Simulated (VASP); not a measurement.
# SrO (P2_1/m) in VASP: single point with PBE

Aim: the single point of SrO with PBE.

Program: VASP 6.6.1. These are calculated values, not measurements. Logs are shortened: lines on timing, memory, paths and dates and some standing lists are left out, and cuts for length are marked.

## 1. The cell of the first run

It takes space group P2_1/m (No. 11, monoclinic). Conventional cell: a = 4.196 Å, b = 5.144 Å, c = 4.271 Å, α = 90.00°, β = 118.27°, γ = 90.00°. Sr (site symmetry m) has 5 O at 2.46 to 2.57 Å within 3.2 Å. Within 3.2 Å of O (site symmetry m) lie 5 Sr at 2.46 to 2.57 Å.

## 2. Single point, PBE (shear xy strain -4.0%)

INCAR

```
PREC = Accurate
ENCUT = 520
EDIFF = 1E-6
ISMEAR = -1
SIGMA = 0.02
LREAL = False
LASPH = True
NELM = 100
ALGO = Normal
ISIF = 2
LWAVE = False
LCHARG = True
GGA = PE
LELF = True
LVHAR = True
NBANDS = 24
```

KPOINTS

```
regular mesh
0
Gamma
  12 12 6
```

POSCAR

```
SrO
1.0
    4.2700309537     -0.0854006191      0.0000000000
   -2.2089745824      3.7406555904      0.0000000000
    0.0000000000      0.0000000000      5.1444468174
Sr O
2 2
Direct
    0.3396478962      0.6670671972     -0.0625000000
    0.6603521038      0.3329328028      0.4375000000
    0.3365860422      0.6667844453      0.4375000000
    0.6634139578      0.3332155547      0.9375000000
```

Potentials or basis: VASP PAW PBE potentials, release 64 (Sr_sv, O).

Launch:

```sh
> cat potpaw_PBE.64/Sr_sv/POTCAR potpaw_PBE.64/O/POTCAR > POTCAR
> mpirun -np 1 vasp_std > vasp.out
```

OUTCAR:

```text
PREC = Accurate
   ENCUT = 520
   EDIFF = 1E-6
   ISMEAR = -1
   LREAL = False
   LASPH = True
   NELM = 100
   ISIF = 2
   GGA = PE

 ion  position               nearest neighbor table
   1  0.340  0.667  0.938-   4 2.46   4 2.47   4 2.47   3 2.57   3 2.57   2 3.56   2 3.56   2 3.56
                             2 3.56   2 3.57   2 3.57
   2  0.660  0.333  0.438-   3 2.46   3 2.47   3 2.47   4 2.57   4 2.57   1 3.56   1 3.56   1 3.56
                             1 3.56   1 3.57   1 3.57
   3  0.337  0.667  0.438-   2 2.46   2 2.47   2 2.47   1 2.57   1 2.57
   4  0.663  0.333  0.938-   1 2.46   1 2.47   1 2.47   2 2.57   2 2.57

  LATTYP: Found a simple monoclinic cell.
 ALAT       =     4.1962891072
 B/A-ratio  =     1.2259514743
 C/A-ratio  =     1.0177766034
 COS(beta)  =    -0.4736455831

  Lattice vectors:

 A1 = (   2.0610563713,   3.6552549713,   0.0000000000)
 A2 = (   0.0000000000,   0.0000000000,  -5.1444468174)
 A3 = (  -4.2700309537,   0.0854006191,   0.0000000000)

Analysis of symmetry for initial positions (statically):
=====================================================================
 Subroutine PRICEL returns:
 Original cell was already a primitive cell.

 Routine SETGRP: Setting up the symmetry group for a
 simple monoclinic supercell.

 Subroutine GETGRP returns: Found  4 space group operations
 (whereof  1 operations were pure point group operations)
 out of a pool of  4 trial point group operations.

The static configuration has the point symmetry C_1 .
 The point group associated with its full space group is C_2h.

Analysis of symmetry for dynamics (positions and initial velocities):
=====================================================================
 Subroutine PRICEL returns:
 Original cell was already a primitive cell.

 Routine SETGRP: Setting up the symmetry group for a
 simple monoclinic supercell.

 Subroutine GETGRP returns: Found  4 space group operations
 (whereof  1 operations were pure point group operations)
 out of a pool of  4 trial point group operations.

The dynamic configuration has the point symmetry C_1 .
 The point group associated with its full space group is C_2h.

 Subroutine INISYM returns: Found  4 space group operations
 (whereof  1 operations are pure point group operations),
 and found     1 'primitive' translations

----------------------------------------------------------------------------------------

                                     Primitive cell

  volume of cell :      81.2003

  direct lattice vectors                    reciprocal lattice vectors
     4.270030954 -0.085400619  0.000000000     0.236989333  0.139949642  0.000000000
    -2.208974582  3.740655590  0.000000000     0.005410558  0.270527923  0.000000000
     0.000000000  0.000000000  5.144446817     0.000000000  0.000000000  0.194384360

  length of vectors
     4.270884875  4.344199921  5.144446817     0.275226899  0.270582023  0.194384360

  position of ions in fractional coordinates (direct lattice)
     0.339647896  0.667067197  0.937500000
     0.660352104  0.332932803  0.437500000
     0.336586042  0.666784445  0.437500000
     0.663413958  0.333215555  0.937500000

  ion indices of the primitive-cell ions
   primitive index   ion index
                 1           1
                 2           2
                 3           3
                 4           4

----------------------------------------------------------------------------------------

 KPOINTS: regular mesh

Automatic generation of k-mesh.
 Grid dimensions read from file:
 generate k-points for:   12   12    6

 Generating k-lattice:

  Cartesian coordinates                     Fractional coordinates (reciprocal lattice)
     0.019749111  0.011662470  0.000000000     0.083333333  0.000000000  0.000000000
     0.000450880  0.022543994  0.000000000     0.000000000  0.083333333  0.000000000
     0.000000000  0.000000000  0.032397393     0.000000000  0.000000000  0.166666667

  Length of vectors
     0.022935575  0.022548502  0.032397393

  Shift w.r.t. Gamma in fractional coordinates (k-lattice)
     0.000000000  0.000000000  0.000000000

 Subroutine IBZKPT returns following result:
 ===========================================

 Found    296 irreducible k-points:

 Following reciprocal coordinates:
            Coordinates               Weight
  0.000000  0.000000  0.000000      1.000000
  0.083333  0.000000  0.000000      2.000000
  0.166667  0.000000  0.000000      2.000000
  0.250000  0.000000  0.000000      2.000000
  0.333333  0.000000  0.000000      2.000000
  0.416667  0.000000  0.000000      2.000000
[... 16 lines left out ...]
  0.250000  0.166667  0.000000      2.000000
  0.333333  0.166667  0.000000      2.000000
 [... further k-points ...]
   k-points           NKPTS =    296   k-points in BZ     NKDIM =    296   number of bands    NBANDS=     24
   number of dos      NEDOS =    301   number of ions     NIONS =      4
   total plane-waves  NPLWV =  40960
   dimension x,y,z NGX =    32 NGY =   32 NGZ =   40
   dimension x,y,z NGXF=    64 NGYF=   64 NGZF=   80
   ions per type =               2   2
   NGX,Y,Z   is equivalent  to a cutoff of  12.46, 12.25, 12.93 a.u.
   NGXF,Y,Z  is equivalent  to a cutoff of  24.91, 24.49, 25.85 a.u.
 SYSTEM =  unknown system
   PREC   = accura    normal or accurate (medium, high low for compatibility)
   ISTART =      0    job   : 0-new  1-cont  2-samecut
   ICHARG =      2    charge: 1-file 2-atom 10-const
   ISPIN  =      1    spin polarized calculation?
   LNONCOLLINEAR =      F non collinear calculations
   LSORBIT =      F    spin-orbit coupling
   LASPH  =      T    aspherical Exc in radial PAW
   ENCUT  =  520.0 eV  38.22 Ry    6.18 a.u.   7.94  8.08  9.57*2*pi/ulx,y,z
   NELM   =    100;   NELMIN=  2; NELMDL= -5     # of ELM steps
   EDIFF  = 0.1E-05   stopping-criterion for ELM
   LREAL  =      F    real-space projection
   EDIFFG = 0.1E-04   stopping-criterion for IOM
   NSW    =      0    number of steps for IOM
   IBRION =     -1    ionic relax: 0-MD 1-quasi-New 2-CG
   NFREE  =      0    steps in history (QN), initial steepest desc. (CG)
   ISIF   =      2    stress and relaxation
   ISYM   =      2    0-nonsym 1-usesym 2-fastsym
   POTIM  = 0.5000    time-step for ionic-motion
   TEBEG  =    0.0;   TEEND  =   0.0 temperature during run
   PSTRESS=    0.0 pullay stress
   NELECT =      32.0000    total number of electrons
   NUPDOWN=      -1.0000    fix difference up-down
   EMIN   =  10.00;   EMAX   =-10.00  energy-range for DOS
   EFERMI =   0.00;   METHOD = LEGACY
   ISMEAR =    -1;   SIGMA  =   0.02  broadening in eV -4-tet -1-fermi 0-gaus
   EFERMI_NEDOS =   21; number of points for ismear=-14 and -15
   IALGO  =     38    algorithm
   IMIX   =      4    mixing-type and parameters
     AMIX     =   0.40;   BMIX     =  1.00
     AMIX_MAG =   1.60;   BMIX_MAG =  1.00
  volume/ion in A,a.u.               =      20.30       136.99
  Fermi-wavevector in a.u.,A,eV,Ry     =   1.200252  2.268147 19.600606  1.440604
  Thomas-Fermi vector in A             =   2.336093
   LORBIT       =      0    0 simple, 1 ext, 2 COOP (PROOUT), +10 PAW based schemes
   GGA     = PE    functional components
   LHFCALC =     F    Hartree Fock is set to
   AEXX    =    0.0000 exact exchange contribution
   IVDW    =     0    specifies the selected vdW correction
   LEPSILON=     F    determine dielectric tensor
   LRPA    =     F    only Hartree local field effects (RPA)
 non-spin polarized calculation
  energy-cutoff  :      520.00
  volume of cell :       81.20
 maximum number of plane-waves:      2206
   NGX = 15   NGY = 17   NGZ = 19

 number of electron      32.0000012 magnetization

 Free energy of the ion-electron system (eV)
  ---------------------------------------------------
  ext. energy  EPLUGINS =         0.00000000
  ---------------------------------------------------
  free energy    TOTEN  =       -23.89099747 eV

  energy without entropy =      -23.89099747  energy(sigma->0) =      -23.89099747

 E-fermi :   1.1861     XC(G=0):  -8.9633

 val. band max:        0.7871902581   @ k =   0.0000   0.0000   0.0000
 cond. band min:       3.4243039240   @ k =   0.0000   0.0000   0.0000
 fundamental gap:      2.6371136659
 Fermi energy:         1.1861179879

 k-point     1 :       0.0000    0.0000    0.0000
  band No.  band energies     occupation
      1     -31.6225      2.00000
      2     -31.4544      2.00000
      3     -14.2596      2.00000
      4     -14.2566      2.00000
      5     -14.1591      2.00000
      6     -13.7683      2.00000
[... 16 lines left out ...]
     23       9.6045      0.00000
     24       9.6923      0.00000

 k-point     2 :       0.0833    0.0000    0.0000
  band No.  band energies     occupation
      1     -31.6187      2.00000
      2     -31.4556      2.00000
      3     -14.4349      2.00000
      4     -14.3873      2.00000
      5     -14.1448      2.00000
      6     -13.7799      2.00000
[... 16 lines left out ...]
     23       9.0136      0.00000
     24       9.5190      0.00000

 k-point     3 :       0.1667    0.0000    0.0000
  band No.  band energies     occupation
      1     -31.6078      2.00000
      2     -31.4594      2.00000
      3     -14.7167      2.00000
      4     -14.6378      2.00000
      5     -14.1034      2.00000
      6     -13.8090      2.00000
[... 16 lines left out ...]
     23       9.0412      0.00000
     24       9.3709      0.00000
[... 514 lines left out ...]
 k-point    23 :       0.2500    0.1667    0.0000
  band No.  band energies     occupation
      1     -31.5645      2.00000
      2     -31.4800      2.00000
      3     -15.2183      2.00000
      4     -15.1468      2.00000
      5     -13.9270      2.00000
      6     -13.9260      2.00000
[... 16 lines left out ...]
     23       9.1987      0.00000
     24       9.6876      0.00000

 k-point    24 :       0.3333    0.1667    0.0000
  band No.  band energies     occupation
      1     -31.5474      2.00000
      2     -31.4912      2.00000
      3     -15.3179      2.00000
      4     -15.2441      2.00000
      5     -13.9664      2.00000
      6     -13.8502      2.00000
[... 16 lines left out ...]
     23       9.3153      0.00000
     24       9.5906      0.00000

 [... further k-points ...]

------------------------ aborting loop because EDIFF is reached ----------------------------------------

  FORCE on cell =-STRESS in cart. coord.  units (eV):
  Direction    XX          YY          ZZ          XY          YZ          ZX
  --------------------------------------------------------------------------------------
  -------------------------------------------------------------------------------------
  Total        0.7446623      0.8019826      0.9973559      0.1859865      0.0000000      0.0000000
  in kB       14.6930631     15.8240594     19.6790057      3.6697333      0.0000000      0.0000000
  external PRESSURE =      16.7320427 kB  Pullay stress =       0.0000000 kB

 VOLUME and BASIS-vectors are now :
 -----------------------------------------------------------------------------
  energy-cutoff  :      520.00
  volume of cell :       81.20
      direct lattice vectors                 reciprocal lattice vectors
     4.270030954 -0.085400619  0.000000000     0.236989333  0.139949642  0.000000000
    -2.208974582  3.740655590  0.000000000     0.005410558  0.270527923  0.000000000
     0.000000000  0.000000000  5.144446817     0.000000000  0.000000000  0.194384360

 POSITION                                       TOTAL-FORCE (eV/Angst)
 -----------------------------------------------------------------------------------
     -0.02323      2.46626      4.82292         0.002186     -0.000314      0.000000
      2.08428      1.18899      2.25070        -0.002186      0.000314      0.000000
     -0.03568      2.46547      2.25070         0.003856      0.000441     -0.000000
      2.09673      1.18979      4.82292        -0.003856     -0.000441      0.000000
 -----------------------------------------------------------------------------------
    total drift:                               -0.000000      0.000000      0.000000

  FREE ENERGIE OF THE ION-ELECTRON SYSTEM (eV)
  ---------------------------------------------------
  free  energy   TOTEN  =       -23.8909974662 eV

  energy  without entropy=      -23.8909974662  energy(sigma->0) =      -23.89099747
```

Run time: 7.8 min. Hardware: 1 thread of Oxide Virtual Turin-like, shared host; peak memory 0.53 GiB.

Results:

| Quantity | Value |
| --- | --- |
| Free energy | -23.8910 eV |
| Pressure | 1.7 GPa |
| Largest force | 0.004 eV/Å |
| Band gap on the k mesh | 2.64 eV, direct |

Forces on the atoms (eV/Å):
```
Sr   0.002  0.000  0.000
Sr  -0.002  0.000  0.000
O    0.004  0.000  0.000
O   -0.004  0.000  0.000
```

Caveat: the cell differs from its parent crystal (shear xy strain -4.0%). A k mesh can miss the band edges.
